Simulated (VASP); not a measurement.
# Sc2Ta (I4/mcm) in VASP: further runs

Runs on Sc2Ta. Level: PBE. Tasks: single point, relaxation of cell and atoms.

Program: VASP 6.6.1. These are calculated values, not measurements. Logs are shortened: lines on timing, memory, paths and dates and some standing lists are left out, and cuts for length are marked.

## 1. The cell of the first run

Symmetry: I4/mcm, No. 140, tetragonal system. Conventional cell: a = 6.642 Å, b = 6.642 Å, c = 5.188 Å, α = 90.00°, β = 90.00°, γ = 90.00°. Within 3.7 Å of Sc (site symmetry m2m) lie 4 Ta at 2.82 Å and 11 Sc at 2.99 to 3.53 Å. Within 3.4 Å of Ta (site symmetry 422) lie 2 Ta at 2.59 Å and 8 Sc at 2.82 Å.

The cell was generated, and may not be a known phase.

## 2. Single point, PBE

File INCAR:

```
SYSTEM = Sc2Ta
PREC = Accurate
ENCUT = 520
EDIFF = 1E-6
ISMEAR = 0
SIGMA = 0.1
LREAL = .FALSE.
LASPH = .TRUE.
NELM = 80
ALGO = Normal
ISIF = 2
LWAVE = .FALSE.
LCHARG = .FALSE.
GGA = PE
NBANDS = 42
```

File KPOINTS:

```
regular mesh
0
G
  4 4 4
  0 0 0
```

File POSCAR:

```
Sc2Ta
1.0
   -3.3211013200      3.3211013200      2.5937758500
    3.3211013200     -3.3211013200      2.5937758500
    3.3211013200      3.3211013200     -2.5937758500
Sc Ta
4 2
Direct
    0.1590092200      0.6590092200      0.8180184400
    0.6590092200      0.8409907800      0.5000000000
    0.3409907800      0.1590092200      0.5000000000
    0.8409907800      0.3409907800      0.1819815600
    0.7500000000      0.7500000000      0.0000000000
    0.2500000000      0.2500000000      0.0000000000
```

Potentials or basis: VASP PAW PBE potentials, release 64 (Sc_sv, Ta_pv).

Started as:

```sh
$ cat potpaw_PBE.64/Sc_sv/POTCAR potpaw_PBE.64/Ta_pv/POTCAR > POTCAR
$ mpirun -np 1 vasp_std > vasp.out
```

OUTCAR:

```text
SYSTEM = Sc2Ta
   PREC = Accurate
   ENCUT = 520
   EDIFF = 1E-6
   ISMEAR = 0
   LREAL = .FALSE.
   LASPH = .TRUE.
   NELM = 80
   ISIF = 2
   GGA = PE

 ion  position               nearest neighbor table
   1  0.159  0.659  0.818-   5 2.82   6 2.82   5 2.82   6 2.82   4 2.99   4 3.11   4 3.11   2 3.35
                             3 3.35   2 3.35   3 3.35
   2  0.659  0.841  0.500-   6 2.82   5 2.82   5 2.82   6 2.82   3 2.99   3 3.11   3 3.11   1 3.35
                             4 3.35   1 3.35   4 3.35
   3  0.341  0.159  0.500-   5 2.82   6 2.82   6 2.82   5 2.82   2 2.99   2 3.11   2 3.11   1 3.35
                             1 3.35   4 3.35   4 3.35
   4  0.841  0.341  0.182-   5 2.82   6 2.82   5 2.82   6 2.82   1 2.99   1 3.11   1 3.11   2 3.35
                             3 3.35   3 3.35   2 3.35
   5  0.750  0.750  0.000-   6 2.59   6 2.59   1 2.82   2 2.82   4 2.82   3 2.82   2 2.82   3 2.82
                             1 2.82   4 2.82
   6  0.250  0.250  0.000-   5 2.59   5 2.59   1 2.82   3 2.82   4 2.82   4 2.82   3 2.82   1 2.82
                             2 2.82   2 2.82

  LATTYP: Found a body centered tetragonal cell.
 ALAT       =     6.6422026400
 C/A-ratio  =     0.7809987110

  Lattice vectors:

 A1 = (  -3.3211013200,   3.3211013200,   2.5937758500)
 A2 = (   3.3211013200,  -3.3211013200,   2.5937758500)
 A3 = (   3.3211013200,   3.3211013200,  -2.5937758500)

Analysis of symmetry for initial positions (statically):
=====================================================================
 Subroutine PRICEL returns:
 Original cell was already a primitive cell.

 Routine SETGRP: Setting up the symmetry group for a
 body centered tetragonal supercell.

 Subroutine GETGRP returns: Found 16 space group operations
 (whereof  8 operations were pure point group operations)
 out of a pool of 16 trial point group operations.

The static configuration has the point symmetry C_4h.
 The point group associated with its full space group is D_4h.

Analysis of symmetry for dynamics (positions and initial velocities):
=====================================================================
 Subroutine PRICEL returns:
 Original cell was already a primitive cell.

 Routine SETGRP: Setting up the symmetry group for a
 body centered tetragonal supercell.

 Subroutine GETGRP returns: Found 16 space group operations
 (whereof  8 operations were pure point group operations)
 out of a pool of 16 trial point group operations.

The dynamic configuration has the point symmetry C_4h.
 The point group associated with its full space group is D_4h.

 Subroutine INISYM returns: Found 16 space group operations
 (whereof  8 operations are pure point group operations),
 and found     1 'primitive' translations

----------------------------------------------------------------------------------------

                                     Primitive cell

  volume of cell :     114.4344

  direct lattice vectors                    reciprocal lattice vectors
    -3.321101320  3.321101320  2.593775850     0.000000000  0.150552468  0.192769163
     3.321101320 -3.321101320  2.593775850     0.150552468  0.000000000  0.192769163
     3.321101320  3.321101320 -2.593775850     0.150552468  0.150552468  0.000000000

  length of vectors
     5.365361229  5.365361229  5.365361229     0.244593532  0.244593532  0.212913342

  position of ions in fractional coordinates (direct lattice)
     0.159009220  0.659009220  0.818018440
     0.659009220  0.840990780  0.500000000
     0.340990780  0.159009220  0.500000000
     0.840990780  0.340990780  0.181981560
     0.750000000  0.750000000  0.000000000
     0.250000000  0.250000000  0.000000000

  ion indices of the primitive-cell ions
   primitive index   ion index
                 1           1
                 2           2
                 3           3
                 4           4
                 5           5
                 6           6

----------------------------------------------------------------------------------------

 KPOINTS: regular mesh

Automatic generation of k-mesh.
 Grid dimensions read from file:
 generate k-points for:    4    4    4

 Generating k-lattice:

  Cartesian coordinates                     Fractional coordinates (reciprocal lattice)
     0.000000000  0.037638117  0.048192291     0.250000000 -0.000000000  0.000000000
     0.037638117  0.000000000  0.048192291    -0.000000000  0.250000000  0.000000000
     0.037638117  0.037638117  0.000000000     0.000000000  0.000000000  0.250000000

  Length of vectors
     0.061148383  0.061148383  0.053228336

  Shift w.r.t. Gamma in fractional coordinates (k-lattice)
     0.000000000  0.000000000  0.000000000

 Subroutine IBZKPT returns following result:
 ===========================================

 Found     13 irreducible k-points:

 Following reciprocal coordinates:
            Coordinates               Weight
  0.000000  0.000000  0.000000      1.000000
  0.250000  0.000000  0.000000      8.000000
  0.500000  0.000000  0.000000      4.000000
  0.250000  0.250000  0.000000      8.000000
  0.500000  0.250000  0.000000     16.000000
 -0.250000  0.250000  0.000000      4.000000
  0.500000  0.500000  0.000000      2.000000
  0.250000  0.250000  0.250000      2.000000
 -0.250000  0.250000  0.250000      4.000000
  0.500000  0.500000  0.250000      4.000000
 -0.250000  0.500000  0.250000      8.000000
 -0.250000 -0.250000  0.250000      2.000000
  0.500000  0.500000  0.500000      1.000000
   k-points           NKPTS =     13   k-points in BZ     NKDIM =     13   number of bands    NBANDS=     42
   number of dos      NEDOS =    301   number of ions     NIONS =      6
   total plane-waves  NPLWV =  64000
   dimension x,y,z NGX =    40 NGY =   40 NGZ =   40
   dimension x,y,z NGXF=    80 NGYF=   80 NGZF=   80
   ions per type =               4   2
   NGX,Y,Z   is equivalent  to a cutoff of  12.39, 12.39, 12.39 a.u.
   NGXF,Y,Z  is equivalent  to a cutoff of  24.79, 24.79, 24.79 a.u.
 SYSTEM =  Sc2Ta
   PREC   = accura    normal or accurate (medium, high low for compatibility)
   ISTART =      0    job   : 0-new  1-cont  2-samecut
   ICHARG =      2    charge: 1-file 2-atom 10-const
   ISPIN  =      1    spin polarized calculation?
   LNONCOLLINEAR =      F non collinear calculations
   LSORBIT =      F    spin-orbit coupling
   LASPH  =      T    aspherical Exc in radial PAW
   ENCUT  =  520.0 eV  38.22 Ry    6.18 a.u.   9.98  9.98  9.98*2*pi/ulx,y,z
   NELM   =     80;   NELMIN=  2; NELMDL= -5     # of ELM steps
   EDIFF  = 0.1E-05   stopping-criterion for ELM
   LREAL  =      F    real-space projection
   EDIFFG = 0.1E-04   stopping-criterion for IOM
   NSW    =      0    number of steps for IOM
   IBRION =     -1    ionic relax: 0-MD 1-quasi-New 2-CG
   NFREE  =      0    steps in history (QN), initial steepest desc. (CG)
   ISIF   =      2    stress and relaxation
   ISYM   =      2    0-nonsym 1-usesym 2-fastsym
   POTIM  = 0.5000    time-step for ionic-motion
   TEBEG  =    0.0;   TEEND  =   0.0 temperature during run
   PSTRESS=    0.0 pullay stress
   NELECT =      66.0000    total number of electrons
   NUPDOWN=      -1.0000    fix difference up-down
   EMIN   =  10.00;   EMAX   =-10.00  energy-range for DOS
   EFERMI =   0.00;   METHOD = LEGACY
   ISMEAR =     0;   SIGMA  =   0.10  broadening in eV -4-tet -1-fermi 0-gaus
   EFERMI_NEDOS =   21; number of points for ismear=-14 and -15
   IALGO  =     38    algorithm
   IMIX   =      4    mixing-type and parameters
     AMIX     =   0.40;   BMIX     =  1.00
     AMIX_MAG =   1.60;   BMIX_MAG =  1.00
  volume/ion in A,a.u.               =      19.07       128.71
  Fermi-wavevector in a.u.,A,eV,Ry     =   1.362711  2.575151 25.265782  1.856983
  Thomas-Fermi vector in A             =   2.489177
   LORBIT       =      0    0 simple, 1 ext, 2 COOP (PROOUT), +10 PAW based schemes
   GGA     = PE    functional components
   LHFCALC =     F    Hartree Fock is set to
   AEXX    =    0.0000 exact exchange contribution
   IVDW    =     0    specifies the selected vdW correction
   LEPSILON=     F    determine dielectric tensor
   LRPA    =     F    only Hartree local field effects (RPA)
 non-spin polarized calculation
 Gauss-broadening in eV      SIGMA  =   0.10
  energy-cutoff  :      520.00
  volume of cell :      114.43
 maximum number of plane-waves:      3130
   NGX = 19   NGY = 19   NGZ = 19

 number of electron      65.9999999 magnetization

 Free energy of the ion-electron system (eV)
  ---------------------------------------------------
  ext. energy  EPLUGINS =         0.00000000
  ---------------------------------------------------
  free energy    TOTEN  =       -45.79073551 eV

  energy without entropy =      -45.76382878  energy(sigma->0) =      -45.77728215

 E-fermi :   5.2934     XC(G=0): -11.3327

 val. band max:        5.2926598882   @ k =  -0.2500  -0.2500   0.2500
 cond. band min:       5.3371677091   @ k =   0.5000   0.5000   0.5000
 fundamental gap:      0.0445078209
 Fermi energy:         5.2933962688

 k-point     1 :       0.0000    0.0000    0.0000
  band No.  band energies     occupation
      1     -43.5862      2.00000
      2     -43.5392      2.00000
      3     -43.4962      2.00000
      4     -43.4962      2.00000
      5     -29.1942      2.00000
      6     -28.3940      2.00000
[... 34 lines left out ...]
     41       7.3013      0.00000
     42       7.4685      0.00000

 k-point     2 :       0.2500    0.0000    0.0000
  band No.  band energies     occupation
      1     -43.5727      2.00000
      2     -43.5382      2.00000
      3     -43.5047      2.00000
      4     -43.5035      2.00000
      5     -28.9401      2.00000
      6     -28.3520      2.00000
[... 34 lines left out ...]
     41       7.1663      0.00000
     42       7.5092      0.00000

 k-point     3 :       0.5000    0.0000    0.0000
  band No.  band energies     occupation
      1     -43.5453      2.00000
      2     -43.5453      2.00000
      3     -43.5150      2.00000
      4     -43.5150      2.00000
      5     -28.2994      2.00000
      6     -28.2994      2.00000
[... 402 lines left out ...]
      4     -43.5161      2.00000
      5     -28.3044      2.00000
      6     -28.2890      2.00000
[... 34 lines left out ...]
     41       7.3248      0.00000
     42       7.5582      0.00000

 k-point    13 :       0.5000    0.5000    0.5000
  band No.  band energies     occupation
      1     -43.5360      2.00000
      2     -43.5360      2.00000
      3     -43.5328      2.00000
      4     -43.5186      2.00000
      5     -29.1686      2.00000
      6     -28.3654      2.00000
[... 34 lines left out ...]
     41       7.7334      0.00000
     42       8.3638      0.00000

------------------------ aborting loop because EDIFF is reached ----------------------------------------

  FORCE on cell =-STRESS in cart. coord.  units (eV):
  Direction    XX          YY          ZZ          XY          YZ          ZX
  --------------------------------------------------------------------------------------
  -------------------------------------------------------------------------------------
  Total       12.0686020     12.0686020     19.7162707      0.0000000      0.0000000      0.0000000
  in kB      168.9704903    168.9704903    276.0442274      0.0000000      0.0000000      0.0000000
  external PRESSURE =     204.6617360 kB  Pullay stress =       0.0000000 kB

 VOLUME and BASIS-vectors are now :
 -----------------------------------------------------------------------------
  energy-cutoff  :      520.00
  volume of cell :      114.43
      direct lattice vectors                 reciprocal lattice vectors
    -3.321101320  3.321101320  2.593775850     0.000000000  0.150552468  0.192769163
     3.321101320 -3.321101320  2.593775850     0.150552468  0.000000000  0.192769163
     3.321101320  3.321101320 -2.593775850     0.150552468  0.150552468  0.000000000

 POSITION                                       TOTAL-FORCE (eV/Angst)
 -----------------------------------------------------------------------------------
      4.37727      1.05617      0.00000        -0.109763     -0.109763      0.000000
      2.26493      1.05617      2.59378         0.109763     -0.109763     -0.000000
      1.05617      2.26493      0.00000        -0.109763      0.109763      0.000000
     -1.05617      2.26493      2.59378         0.109763      0.109763      0.000000
      0.00000      0.00000      3.89066        -0.000000      0.000000      0.000000
      0.00000      0.00000      1.29689        -0.000000      0.000000      0.000000
 -----------------------------------------------------------------------------------
    total drift:                                0.000000      0.000000     -0.000000

  FREE ENERGIE OF THE ION-ELECTRON SYSTEM (eV)
  ---------------------------------------------------
  free  energy   TOTEN  =       -45.7907355096 eV

  energy  without entropy=      -45.7638287833  energy(sigma->0) =      -45.77728215
```

Wall time 63 s (1 thread of Intel Xeon Platinum 8559C (Emerald Rapids), shared host); peak memory 0.26 GiB.

What came out:

```yaml
Free_energy: -45.7907 eV
Pressure: 20.5 GPa
Largest_force: 0.155 eV/Å
Band_gap_on_the_k_mesh: zero (bands 33 and 34 overlap by 0.81 eV)
```

Forces on the atoms (eV/Å):
```
Sc  -0.110 -0.110  0.000
Sc   0.110 -0.110  0.000
Sc  -0.110  0.110  0.000
Sc   0.110  0.110  0.000
Ta   0.000  0.000  0.000
Ta   0.000  0.000  0.000
```

Stress tensor (GPa, compression positive):
```
16.90  0.00  0.00
 0.00 16.90  0.00
 0.00  0.00 27.60
```

Caveat: the k points lie up to 0.38 Å⁻¹ apart, too coarse for converged energies and pressures of a metal; spin-orbit coupling is left out, which moves the levels of the heavy elements.

[end of part 1 of 3]

The gap in the log of VASP goes by the Fermi energy; the results here count the filled bands.